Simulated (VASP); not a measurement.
Wanted: the native input for a VASP 6.6.1 run.

- Task: single point
- Functional: PBE
- Potentials or basis: VASP PAW PBE potentials, release 64 (Ga_d, Se, S)
- Cutoff: 520 eV
- k mesh: 6 × 6 × 4
- Occupations: gaussian, width 0.1 eV
- Spin: no spin polarisation
- Dipole correction: no
- Further INCAR settings: ALGO = Normal; EDIFF = 1e-06; NBANDS = 30

The structure of Ga2SeS2 lies in POSCAR:

```
Ga2SeS2
1.0
    3.6211163320      0.0000000024      0.0000000000
   -1.8105581681      3.1359787324      0.0000000000
    0.0000000000      0.0000000000      9.8265970726
Ga Se S
2 1 2
Direct
    0.3333333333      0.6666666667      0.1882438130
    0.6666666667      0.3333333333      0.8117561870
    0.0000000000      0.0000000000      0.0000000000
    0.3333333333      0.6666666667      0.6967673500
    0.6666666667      0.3333333333      0.3032326500
```

These files were run (other wordings do the same):

INCAR

```
  PREC = Accurate
  ENCUT = 520
  EDIFF = 1E-6
  ISMEAR = 0
  SIGMA = 0.1
  LREAL = F
  LASPH = T
  NELM = 60
  ALGO = Normal
  ISIF = 2
  LWAVE = F
  LCHARG = T
  GGA = PE
  LELF = T
  LVHAR = T
  NBANDS = 30
```

KPOINTS

```
regular mesh
0
Gamma
  6 6 4
```

Potentials or basis: VASP PAW PBE potentials, release 64 (Ga_d, Se, S).

The run is started by

```bash
$ cat potpaw_PBE.64/Ga_d/POTCAR potpaw_PBE.64/Se/POTCAR potpaw_PBE.64/S/POTCAR > POTCAR
$ mpirun -np 1 vasp_std > vasp.out
```

Results of the run:

```json
{
 "Pressure": "0.0 GPa",
 "Largest force": "0.047 eV/Å",
 "Band gap on the k mesh": "zero (band 22 reaches 3.30 eV, above the bottom of band 23 at 3.13 eV)"
}
```

Caveat: this functional lacks dispersion, which binds the layers, so the pressure and a relaxed spacing across them are unreliable.

Wall time 44 s on 1 thread of Intel(R) Xeon(R) 6975P-C (Granite Rapids) (shared host), peak memory 0.27 GiB.
